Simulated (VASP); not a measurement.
Rb: single point with PBEsol

The system is Rb.

```
CELL_PARAMETERS angstrom
8.21546 0.00000 0.00000
-2.05386 3.55740 0.00000
0.00000 0.00000 13.62876
ATOMIC_POSITIONS crystal
Rb 0.00014 0.99366 0.99751
Rb 0.16252 0.67169 0.75176
Rb 0.01356 0.02086 0.49764
Rb 0.33681 0.32466 0.25358
Rb 0.49257 0.99004 0.99487
Rb 0.65859 0.66216 0.75262
Rb 0.48703 0.97396 0.50303
Rb 0.83944 0.32140 0.25374
```

```json
{"Program": "VASP 6.6.1", "Task": "single point", "Functional": "PBEsol", "Potentials or basis": "VASP PAW PBE potentials, release 64 (Rb_sv)", "Cutoff": "400 eV", "k mesh": "2 × 2 × 1", "Occupations": "fermi-dirac, width 0.1 eV", "Spin": "no spin polarisation"}
```

```yaml
Pressure: 3.3 GPa
Largest_force: 0.246 eV/Å
Band_gap_on_the_k_mesh: zero (bands 36 and 37 overlap by 1.15 eV)
```

Forces in eV/Å, atoms in the order of the input:
```
Rb  -0.057 -0.025  0.090
Rb  -0.042 -0.033 -0.052
Rb  -0.178 -0.138  0.100
Rb   0.040  0.013 -0.117
Rb   0.056  0.025  0.148
Rb   0.069  0.039 -0.100
Rb   0.182  0.137  0.008
Rb  -0.070 -0.019 -0.077
```

Stress tensor (GPa, compression positive):
```
3.33 0.12 0.00
0.12 3.12 0.00
0.00 0.00 3.38
```

Levels at points of the mesh, in eV from the Fermi level:
| k point | band 33 | band 34 | band 35 | band 36 | band 37 | band 38 | band 39 | band 40 | band 41 | band 42 |
| --- | --- | --- | --- | --- | --- | --- | --- | --- | --- | --- |
| (0.00, 0.00, 0.00) | -2.84 | -1.72 | -1.68 | -0.18 | -0.14 | -0.04 | 0.30 | 0.36 | 1.09 | 1.30 |
| (0.50, 0.00, 0.00) | -1.80 | -1.75 | -0.86 | -0.85 | -0.84 | -0.83 | 0.81 | 0.83 | 1.02 | 1.04 |
| (0.00, 0.50, 0.00) | -0.13 | -0.12 | -0.05 | -0.04 | 0.29 | 0.31 | 0.34 | 0.35 | 1.11 | 1.18 |
| (0.50, 0.50, 0.00) | -0.13 | -0.12 | 0.28 | 0.30 | 0.31 | 0.32 | 0.91 | 0.91 | 1.30 | 1.34 |

It took 74 s on 1 thread of AMD EPYC 7R43 64-Core Processor (Zen 3), on a shared host, peak memory 0.31 GiB.

Caveat: the k points lie up to 0.76 Å⁻¹ apart, too coarse for converged energies and pressures of a metal; the PAW data sets were made with another functional, which shifts forces and pressure a little.
